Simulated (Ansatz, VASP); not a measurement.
## One calculation of Na2N, two programs

```
Na N
1.0
     3.69222    0.00000    0.00000
    -1.84611    3.19756    0.00000
     0.00000    0.00000    5.54164
Na N
2 1
Cartesian
  0.0000 2.1317 1.1021
  1.8461 1.0659 4.4395
  0.0000 0.0000 0.0000
```

Change from the starting cell: species swapped into the HfTe2 type (P-3m1, No. 164).

Alike in both runs: functional PBE; k mesh 6 × 6 × 4; occupations gaussian, width 0.1 eV; no spin polarisation.

Ansatz relaxed the structure, and its values are those at the end. VASP's run is a single point on that final structure, the one shown.

|  | VASP | Ansatz |
| --- | --- | --- |
| version | VASP 6.6.1 | Ansatz 0.2.0 |
| potentials or method | VASP PAW PBE potentials, release 64 (Na_pv, N), cutoff 520 eV | scalar-relativistic, plane waves, PAW |
| valence electrons in the cell | 19 | 23 |

```tsv
	VASP	Ansatz	Ansatz less VASP
gap on the k mesh at the Fermi level (eV)	none	none	-
pressure (GPa)	0.1	0.0	-0.05
```

A gap of «none» marks a metal or a gap that the smearing closes. VASP's potentials hold 19 valence electrons a cell and Ansatz's 23, so a difference there can come from the potentials and not from the codes.
